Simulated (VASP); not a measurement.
# Mg (I4/mmm) in VASP: a series of runs, part 2 of 2

VASP 6.6.1. The steps go on from the part before.

## (3) Single point, PBE

This run uses another cell than the first one, of 25.73 Å³/atom, 1.037 times its volume.

File INCAR:

```
SYSTEM = Mg
PREC     = Accurate       ! precision mode
ENCUT    = 520            ! plane-wave cutoff, eV
EDIFF    = 1E-6           ! SCF threshold, eV
ISMEAR   = 0              ! smearing method
SIGMA    = 0.15           ! smearing width, eV
LREAL    = .FALSE.        ! projectors in reciprocal space
LASPH    = .TRUE.         ! aspherical terms in the spheres
NELM     = 80             ! most SCF steps
ALGO     = Fast           ! electronic algorithm
ISIF     = 2              ! what is computed and relaxed
LWAVE    = .FALSE.        ! write WAVECAR
LCHARG   = .FALSE.        ! write CHGCAR
GGA      = PE             ! functional
NBANDS   = 7              ! bands
```

File KPOINTS:

```
regular mesh
0
G
  18 18 18
  0 0 0
```

File POSCAR:

```
Mg
1.0
   -1.8355548414      1.8355548414      1.9094500000
    1.8355548414     -1.8355548414      1.9094500000
    1.8355548414      1.8355548414     -1.9094500000
Mg
1
Direct
    0.0000000000      0.0000000000      0.0000000000
```

Potentials or basis: VASP PAW PBE potentials, release 64 (Mg).

Launch:

```bash
$ cat potpaw_PBE.64/Mg/POTCAR > POTCAR
$ mpirun -np 1 vasp_std > vasp.out
```

OUTCAR:

```text
SYSTEM = Mg
   PREC = Accurate
   ENCUT = 520
   EDIFF = 1E-6
   ISMEAR = 0
   LREAL = .FALSE.
   LASPH = .TRUE.
   NELM = 80
   ISIF = 2
   GGA = PE

 ion  position               nearest neighbor table
   1  0.000  0.000  0.000-

  LATTYP: Found a body centered tetragonal cell.
 ALAT       =     3.6711096828
 C/A-ratio  =     1.0402576687

  Lattice vectors:

 A1 = (  -1.8355548414,   1.8355548414,   1.9094500000)
 A2 = (   1.8355548414,  -1.8355548414,   1.9094500000)
 A3 = (   1.8355548414,   1.8355548414,  -1.9094500000)

Analysis of symmetry for initial positions (statically):
=====================================================================
 Subroutine PRICEL returns:
 Original cell was already a primitive cell.

 Routine SETGRP: Setting up the symmetry group for a
 body centered tetragonal supercell.

 Subroutine GETGRP returns: Found 16 space group operations
 (whereof 16 operations were pure point group operations)
 out of a pool of 16 trial point group operations.

The static configuration has the point symmetry D_4h.

Analysis of symmetry for dynamics (positions and initial velocities):
=====================================================================
 Subroutine PRICEL returns:
 Original cell was already a primitive cell.

 Routine SETGRP: Setting up the symmetry group for a
 body centered tetragonal supercell.

 Subroutine GETGRP returns: Found 16 space group operations
 (whereof 16 operations were pure point group operations)
 out of a pool of 16 trial point group operations.

The dynamic configuration has the point symmetry D_4h.

 Subroutine INISYM returns: Found 16 space group operations
 (whereof 16 operations are pure point group operations),
 and found     1 'primitive' translations

----------------------------------------------------------------------------------------

                                     Primitive cell
[... 109 lines left out ...]
     AMIX_MAG =   1.60;   BMIX_MAG =  1.00
  volume/ion in A,a.u.               =      25.73       173.66
  Fermi-wavevector in a.u.,A,eV,Ry     =   0.698635  1.320229  6.640884  0.488091
  Thomas-Fermi vector in A             =   1.782293
   LORBIT       =      0    0 simple, 1 ext, 2 COOP (PROOUT), +10 PAW based schemes
   GGA     = PE    functional components
   LHFCALC =     F    Hartree Fock is set to
   AEXX    =    0.0000 exact exchange contribution
   IVDW    =     0    specifies the selected vdW correction
   LEPSILON=     F    determine dielectric tensor
   LRPA    =     F    only Hartree local field effects (RPA)
 non-spin polarized calculation
 RMM-DIIS sequential band-by-band and
 Gauss-broadening in eV      SIGMA  =   0.15
  energy-cutoff  :      520.00
  volume of cell :       25.73
 maximum number of plane-waves:       715
   NGX = 11   NGY = 11   NGZ = 11

 number of electron       2.0000000 magnetization

 Free energy of the ion-electron system (eV)
  ---------------------------------------------------
  ext. energy  EPLUGINS =         0.00000000
  ---------------------------------------------------
  free energy    TOTEN  =        -1.44714195 eV

  energy without entropy =       -1.44195456  energy(sigma->0) =       -1.44454825

 E-fermi :   2.0925     XC(G=0):  -8.1487

 val. band max:        2.0887198074   @ k =   0.3333   0.2778   0.0556
 cond. band min:       2.1038594865   @ k =   0.4444   0.0000   0.0000
 fundamental gap:      0.0151396790
 Fermi energy:         2.0924998405

 k-point     1 :       0.0000    0.0000    0.0000
  band No.  band energies     occupation
      1      -4.3864      2.00000
      2      14.1279      0.00000
      3      14.1279      0.00000
      4      14.8376      0.00000
      5      15.5162      0.00000
      6      15.7580      0.00000
      7      15.7580      0.00000
[... 221 lines left out ...]
 k-point    24 :      -0.2222    0.0556    0.0000
  band No.  band energies     occupation
      1      -3.5148      2.00000
      2       8.8734      0.00000
      3      11.5254      0.00000
      4      12.1222      0.00000
      5      14.1680      0.00000
      6      14.5728      0.00000
      7      16.0237      0.00000

 [... further k-points ...]

------------------------ aborting loop because EDIFF is reached ----------------------------------------

  FORCE on cell =-STRESS in cart. coord.  units (eV):
  Direction    XX          YY          ZZ          XY          YZ          ZX
  --------------------------------------------------------------------------------------
  -------------------------------------------------------------------------------------
  Total       -0.5444300     -0.5444300     -0.5103774      0.0000000      0.0000000      0.0000000
  in kB      -33.8960931    -33.8960931    -31.7759817      0.0000000      0.0000000      0.0000000
  external PRESSURE =     -33.1893893 kB  Pullay stress =       0.0000000 kB

 VOLUME and BASIS-vectors are now :
 -----------------------------------------------------------------------------
  energy-cutoff  :      520.00
  volume of cell :       25.73
      direct lattice vectors                 reciprocal lattice vectors
    -1.835554841  1.835554841  1.909450000     0.000000000  0.272397200  0.261855508
     1.835554841 -1.835554841  1.909450000     0.272397200  0.000000000  0.261855508
     1.835554841  1.835554841 -1.909450000     0.272397200  0.272397200  0.000000000

 POSITION                                       TOTAL-FORCE (eV/Angst)
 -----------------------------------------------------------------------------------
      0.00000      0.00000      0.00000         0.000000      0.000000     -0.000000
 -----------------------------------------------------------------------------------
    total drift:                                0.000000     -0.000000      0.000000

  FREE ENERGIE OF THE ION-ELECTRON SYSTEM (eV)
  ---------------------------------------------------
  free  energy   TOTEN  =        -1.4471419492 eV

  energy  without entropy=       -1.4419545605  energy(sigma->0) =       -1.44454825
```

Wall time 15 s (1 thread of Intel Xeon 6975P-C (Granite Rapids), shared host); peak memory 0.21 GiB.

Results:

- Free energy: -1.4471 eV
- Pressure: -3.3 GPa
- Band gap on the k mesh: zero (band 1 reaches 5.07 eV, above the bottom of band 2 at 1.06 eV)

Stress tensor (GPa, compression positive):
```
-3.39  0.00  0.00
 0.00 -3.39  0.00
 0.00  0.00 -3.18
```

Levels at points of the mesh, in eV from the Fermi level:
```tsv
k point	band 1	band 2	band 3	band 4	band 5	band 6
(0.00, 0.00, 0.00)	-6.48	12.04	12.04	12.75	13.42	13.67
(0.50, 0.00, 0.00)	-1.38	-1.03	8.43	8.68	9.69	10.67
(0.50, 0.50, 0.00)	-1.22	-0.77	7.81	8.10	9.00	10.32
(0.50, 0.50, 0.50)	2.98	3.71	3.81	3.81	4.14	6.41
```

## (4) Single point, PBE

This run uses another cell than the first one, of 25.99 Å³/atom, 1.047 times its volume.

File INCAR:

```
PREC = Accurate
ENCUT = 520
EDIFF = 1E-6
ISMEAR = 0
SIGMA = 0.15
LREAL = False
LASPH = True
NELM = 60
ALGO = Normal
ISIF = 2
LWAVE = False
LCHARG = False
GGA = PE
NBANDS = 7
```

File KPOINTS:

```
regular mesh
0
Gamma
  18 18 18
```

File POSCAR:

```
Mg
1.0
   -1.8784000000      1.8784000000      1.8412500000
    1.8784000000     -1.8784000000      1.8412500000
    1.8784000000      1.8784000000     -1.8412500000
Mg
1
Direct
    0.0000000000      0.0000000000      0.0000000000
```

Launch:

```bash
$ cat potpaw_PBE.64/Mg/POTCAR > POTCAR
$ mpirun -np 1 vasp_std > vasp.out
```

Wall time 15 s (1 thread of Intel Xeon 6975P-C (Granite Rapids), shared host); peak memory 0.21 GiB.

The run converged. Its results:

- Free energy: -1.4414 eV
- Pressure: -3.5 GPa
- Band gap on the k mesh: zero (band 1 reaches 5.40 eV, above the bottom of band 2 at 1.00 eV)

Levels at points of the mesh, in eV from the Fermi level:
| k point | band 1 | band 2 | band 3 | band 4 | band 5 | band 6 |
| --- | --- | --- | --- | --- | --- | --- |
| (0.00, 0.00, 0.00) | -6.44 | 11.95 | 12.32 | 12.32 | 13.43 | 13.43 |
| (0.50, 0.00, 0.00) | -1.29 | -0.91 | 8.07 | 8.31 | 9.27 | 10.42 |
| (0.50, 0.50, 0.00) | -1.37 | -1.04 | 8.40 | 8.60 | 9.63 | 10.60 |
| (0.50, 0.50, 0.50) | 3.36 | 3.36 | 3.78 | 3.86 | 4.02 | 6.26 |

## (5) Overview

| cell | gap on the mesh (eV) | pressure (GPa) |
| --- | --- | --- |
| a = 3.183 Å, angles 109.6, 109.6, 109.3°, 1 atom | none | -2.5 |
| a = 3.223 Å, angles 110.6, 110.6, 107.3°, 1 atom | none | -3.3 |
| a = 3.232 Å, angles 108.9, 108.9, 110.5°, 1 atom | none | -3.5 |

Alike in all rows: task single point; level PBE; potentials or basis VASP PAW PBE potentials, release 64 (Mg); no spin polarisation; k mesh 18 × 18 × 18; cutoff (eV) 520; smearing gaussian 0.15 eV.

Absolute energies hang on the potentials; compare differences alone.
